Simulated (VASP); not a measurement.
Write the native input for VASP 6.6.1 that does the following.

* Task: relaxation of cell and atoms
* Functional: PBE
* Dispersion: D3(BJ)
* Potentials or basis: VASP PAW PBE potentials, release 64 (Mg, C)
* Cutoff: 600 eV
* k mesh: 5 × 5 × 5
* Occupations: fermi-dirac, width 0.05 eV
* Spin: no spin polarisation
* Dipole correction: no
* Further INCAR settings: ALGO = Normal; EDIFF = 1e-07; IBRION = 2; EDIFFG = -0.01; NSW = 60; ISIF = 3

The structure of MgC2 lies in POSCAR:

```
MgC2
1.0
    3.9507770000      0.0000000000      0.0000000000
    0.0000000000      3.9507770000      0.0000000000
    0.0000000000      0.0000000000      4.9870890000
Mg C
2 4
Direct
    0.0000000000      0.0000000000      0.5000000000
    0.5000000000      0.5000000000      0.0000000000
    0.3876550000      0.6123450000      0.5000000000
    0.1123450000      0.1123450000      0.0000000000
    0.6123450000      0.3876550000      0.5000000000
    0.8876550000      0.8876550000      0.0000000000
```

The input as run:

INCAR

```
SYSTEM = MgC2
PREC     = Accurate       ! precision mode
ENCUT    = 600            ! plane-wave cutoff, eV
EDIFF    = 1E-7           ! SCF threshold, eV
ISMEAR   = -1             ! smearing method
SIGMA    = 0.05           ! smearing width, eV
LREAL    = .FALSE.        ! projectors in reciprocal space
LASPH    = .TRUE.         ! aspherical terms in the spheres
NELM     = 60             ! most SCF steps
ALGO     = Normal         ! electronic algorithm
ISIF     = 3              ! what is computed and relaxed
LWAVE    = .FALSE.        ! write WAVECAR
LCHARG   = .FALSE.        ! write CHGCAR
GGA      = PE             ! functional
IVDW     = 12             ! dispersion correction
IBRION   = 2              ! ionic algorithm
NSW      = 60             ! ionic steps
EDIFFG   = -0.01          ! ionic threshold
```

KPOINTS

```
regular mesh
0
G
  5 5 5
  0 0 0
```

Potentials or basis: VASP PAW PBE potentials, release 64 (Mg, C).

The run is started by

```console
$ cat potpaw_PBE.64/Mg/POTCAR potpaw_PBE.64/C/POTCAR > POTCAR
$ mpirun -np 1 vasp_std > vasp.out
```

Results of the run:

| Property | Result |
| --- | --- |
| Relaxed volume | 12.57 Å³/atom |
| Relaxed cell | a = 3.918 Å, b = 3.918 Å, c = 4.913 Å, α = 90.00°, β = 90.00°, γ = 90.00° |
| Space group after relaxing (to 0.1 Å) | P4_2/mnm (No. 136) |
| Energy gained by relaxing | 2.5 meV/atom |
| Ionic steps | 14 |
| Pressure after relaxing | 0.0 GPa |
| Largest force after relaxing | 0.008 eV/Å |
| Band gap on the k mesh | 2.54 eV (least direct gap 2.84 eV) |
| Dispersion energy per atom | -0.185 eV |

Caveat: an odd mesh through Γ misses points on the zone boundary, where band edges can lie.

Wall time 3 min on 1 thread of Intel(R) Xeon(R) Platinum 8375C CPU @ 2.90GHz (Ice Lake), on a shared host, peak memory 0.21 GiB.
